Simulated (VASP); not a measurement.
FeIr2C6N6: single point with PBE

The system is FeIr2C6N6.

```
CELL_PARAMETERS angstrom
0.00000 5.06214 5.06214
5.06214 0.00000 5.06214
5.06214 5.06214 0.00000
ATOMIC_POSITIONS crystal
Ir 0.50000 0.50000 0.50000
Ir 0.25000 0.25000 0.25000
Fe 0.00000 0.00000 0.00000
C 0.81000 0.19000 0.19000
C 0.81000 0.19000 0.81000
C 0.19000 0.81000 0.81000
C 0.19000 0.81000 0.19000
C 0.81000 0.81000 0.19000
C 0.19000 0.19000 0.81000
N 0.69000 0.31000 0.31000
N 0.69000 0.31000 0.69000
N 0.31000 0.69000 0.69000
N 0.31000 0.69000 0.31000
N 0.69000 0.69000 0.31000
N 0.31000 0.31000 0.69000
```

| Property | Result |
| --- | --- |
| Program | VASP 6.6.1 |
| Task | single point |
| Functional | PBE |
| Potentials or basis | VASP PAW PBE potentials, release 64 (Ir, Fe, C, N) |
| Cutoff | 600 eV |
| k mesh | 6 × 6 × 6 |
| Occupations | fermi-dirac, width 0.03 eV |
| Spin | no spin polarisation |

- Pressure: -4.4 GPa
- Largest force: 5.182 eV/Å
- Band gap on the k mesh: zero (bands 40 and 41 overlap by 0.10 eV)

Forces on the atoms (eV/Å):
```
Ir   0.000  0.000  0.000
Ir   0.000  0.000  0.000
Fe   0.000  0.000  0.000
C    3.003  0.000  0.000
C    0.000 -3.003  0.000
C   -3.003  0.000  0.000
C    0.000  3.003  0.000
C    0.000  0.000 -3.003
C    0.000  0.000  3.003
N   -5.182  0.000  0.000
N    0.000  5.182  0.000
N    5.182  0.000  0.000
N    0.000 -5.182  0.000
N    0.000  0.000  5.182
N    0.000  0.000 -5.182
```

Levels at points of the mesh, in eV from the Fermi level:
| k point | band 37 | band 38 | band 39 | band 40 | band 41 | band 42 | band 43 | band 44 | band 45 | band 46 |
| --- | --- | --- | --- | --- | --- | --- | --- | --- | --- | --- |
| (0.00, 0.00, 0.00) | -0.13 | -0.13 | -0.13 | 0.00 | 0.00 | 0.00 | 2.86 | 2.86 | 4.07 | 4.07 |
| (0.50, 0.00, 0.00) | -0.14 | -0.11 | -0.11 | -0.01 | -0.01 | 0.56 | 3.49 | 3.49 | 3.79 | 4.00 |
| (0.50, 0.50, 0.00) | -0.15 | -0.05 | -0.03 | 0.03 | 0.03 | 0.78 | 2.86 | 3.23 | 3.92 | 4.26 |

Wall time 33 min on 1 thread of Intel(R) Xeon(R) Platinum 8375C CPU @ 2.90GHz (Ice Lake), on a shared host, peak memory 0.67 GiB.

Caveat: the cell stands under tension; spin-orbit coupling is left out, which moves the levels of the heavy elements; the run has no spin polarisation, though such a crystal can be magnetic; forces of over 1 eV/Å act on the atoms, so gaps and moduli don't describe the material at rest. With open d or f shells a metallic result of PBE can be an artefact of self-interaction; +U or a hybrid may open a gap.
